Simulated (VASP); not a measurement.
Set up this calculation in VASP 6.6.1, as the native input.

```
Task                   : single point
Functional             : PBE
Potentials or basis    : VASP PAW PBE potentials, release 64 (Ga_d, As)
Cutoff                 : 520 eV
k mesh                 : 11 × 11 × 11
Occupations            : fermi-dirac, width 0.05 eV
Spin                   : no spin polarisation
Dipole correction      : no
Further INCAR settings : ALGO = Normal; EDIFF = 1e-06; NBANDS = 16
```

The structure of GaAs lies in POSCAR:

```
GaAs
1.0
    0.0000000000      2.8268500000      2.7703130000
    2.8268500000      0.0000000000      2.7703130000
    2.8268500000      2.8268500000      0.0000000000
Ga As
1 1
Direct
    0.0000000000      0.0000000000      0.0000000000
    0.7500000000      0.7500000000      0.7500000000
```

This cell differs from its parent crystal: zz strain of -2 %.

One way to write it, as run:

INCAR

```
PREC     = Accurate       # precision mode
ENCUT    = 520            # plane-wave cutoff, eV
EDIFF    = 1E-6           # SCF threshold, eV
ISMEAR   = -1             # smearing method
SIGMA    = 0.05           # smearing width, eV
LREAL    = F              # projectors in reciprocal space
LASPH    = T              # aspherical terms in the spheres
NELM     = 100            # most SCF steps
ALGO     = Normal         # electronic algorithm
ISIF     = 2              # what is computed and relaxed
LWAVE    = F              # write WAVECAR
LCHARG   = F              # write CHGCAR
GGA      = PE             # functional
NBANDS   = 16             # bands
```

KPOINTS

```
regular mesh
0
Gamma
  11 11 11
```

Potentials or basis: VASP PAW PBE potentials, release 64 (Ga_d, As).

Launch:

```sh
$ cat potpaw_PBE.64/Ga_d/POTCAR potpaw_PBE.64/As/POTCAR > POTCAR
$ mpirun -np 1 vasp_std > vasp.out
```

Results of the run:

* Pressure: 5.1 GPa
* Band gap on the k mesh: 0.60 eV

Caveat: the cell differs from its parent crystal (zz strain of -2 %); the cell stands under pressure; an odd mesh through Γ misses points on the zone boundary, where band edges can lie.

Wall time 2.3 min on 1 thread of Intel Xeon 8259CL (shared host), peak memory 0.24 GiB.
